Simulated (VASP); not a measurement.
**GaAs: single point with r2SCAN**

GaAs:

```
CELL_PARAMETERS angstrom
2.81926 2.81926 0.00000
-2.81926 2.81926 0.00000
0.00000 2.81926 2.84487
ATOMIC_POSITIONS crystal
Ga 0.00000 0.00000 0.00000
As 0.75000 0.25000 0.50000
```

This cell differs from its parent crystal: in-plane strain -0.005, then relaxed in part.

```json
{"Program": "VASP 6.6.1", "Task": "single point", "Functional": "r2SCAN", "Potentials or basis": "VASP PAW PBE potentials, release 64 (Ga_d, As)", "Cutoff": "520 eV", "k mesh": "8 × 8 × 8", "Occupations": "gaussian, width 0.01 eV", "Spin": "no spin polarisation", "Dipole correction": "no", "Further INCAR settings": "ALGO = Normal; EDIFF = 1e-06; NBANDS = 16"}
```

```yaml
Pressure: 0.6 GPa
Band_gap_on_the_k_mesh: 0.97 eV, direct
```

Stress tensor (GPa, compression positive):
```
0.76 0.00 0.00
0.00 0.76 0.00
0.00 0.00 0.14
```

Levels at points of the mesh, in eV from the valence-band top:
```
           k point  band 6  band 7  band 8  band 9  band 10  band 11  band 12  band 13
(0.00, 0.00, 0.00)  -13.22   -0.06    0.00    0.00     0.97     4.01     4.01     4.04
(0.50, 0.00, 0.00)  -11.37   -6.83   -1.24   -1.16     1.34     4.94     5.00     8.27
(0.50, 0.50, 0.00)  -10.59   -6.99   -2.81   -2.81     1.72     1.90    10.81    10.86
(0.00, 0.00, 0.50)  -10.62   -7.04   -2.75   -2.75     1.78     1.99    10.83    10.83
```

Wall time 80 s on 1 thread of Intel(R) Xeon(R) 6975P-C (Granite Rapids) (shared host), peak memory 0.19 GiB.

Caveat: the cell differs from its parent crystal (in-plane strain -0.005, then relaxed in part); the PAW data sets were made with another functional, which shifts forces and pressure a little. A k mesh can miss the band edges.
